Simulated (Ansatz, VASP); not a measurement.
**One calculation of Te2Mo, two programs**

The input INCAR:

```
  ALGO = Normal
  EDIFF = 1E-7
  ENCUT = 520
  GGA = PE
  ISIF = 2
  ISMEAR = -1
  LASPH = True
  LCHARG = False
  LREAL = False
  LWAVE = False
  NBANDS = 20
  NELM = 100
  PREC = Accurate
  SIGMA = 0.02
```

The input KPOINTS:

```
k-points
0
Gamma
  12 12 4
```

POSCAR

```
Te2Mo
1.0
    3.6785785062      0.0000000000      0.0000000000
   -1.8392892531      3.1857424362      0.0000000000
    0.0000000000      0.0000000000      7.7249440851
Te Mo
2 1
Direct
    0.3333333333      0.6666666667      0.7737875327
    0.3333333333      0.6666666667      0.2262124673
    0.0000000000      0.0000000000      0.0000000000
```

Input for Ansatz:

```yaml
crystal:
  lattice:
    - [3.6785785062, 0.0, 0.0]
    - [-1.8392892531, 3.1857424362, 0.0]
    - [0.0, 0.0, 7.7249440851]
  atoms:
    - { symbol: Te, position: [0.3333333333, 0.6666666667, 0.7737875327] }
    - { symbol: Te, position: [0.3333333333, 0.6666666667, 0.2262124673] }
    - { symbol: Mo, position: [0.0, 0.0, 0.0] }
kpoints:
  mp_grid: { grid: [12, 12, 4] }
  band_path:
    path:
      - [0.0, 0.0, 0.0]
      - [0.5, 0.0, 0.0]
      - [0.3333333333, 0.3333333333, 0.0]
      - [0.0, 0.0, 0.5]
      - [0.5, 0.0, 0.5]
      - [0.3333333333, 0.3333333333, 0.5]
    npoints: 1
hamiltonian:
  xc: pbe
scf:
  occupations: { method: fermi_dirac, width: 0.02 }
  n_extra_bands: 4
output:
  forces: true
  stress: true
  eigenvalues: true
```

Change from the starting cell: epitaxial_xy strain +4.0%.

Alike in both runs: task single point; functional PBE; k mesh 12 × 12 × 4; occupations fermi-dirac, width 0.02 eV; no spin polarisation.

|  | VASP | Ansatz |
| --- | --- | --- |
| version | VASP 6.6.1 | Ansatz 0.2.0 |
| potentials or method | VASP PAW PBE potentials, release 64 (Te, Mo_sv) | plane waves, PAW |
| plane-wave cutoff (eV) | 520 | 420 |
| valence electrons in the cell | 26 | 46 |

VASP gave:

```
pressure (GPa)                                                : -1.5
traceless stress, the component that is largest in VASP (GPa) : 3.74
rms of the force components (eV/Å)                            : 0.089
```

Estimate Ansatz's values.

pressure (GPa): -1.5; traceless stress, the component that is largest in VASP (GPa): 3.69; rms of the force components (eV/Å): 0.082.

Atom by atom the forces differ by 0.007 eV/Å (rms over components). VASP's potentials hold 26 valence electrons a cell and Ansatz's 46, so a difference there can come from the potentials and not from the codes.

Neither program's run includes spin-orbit coupling.
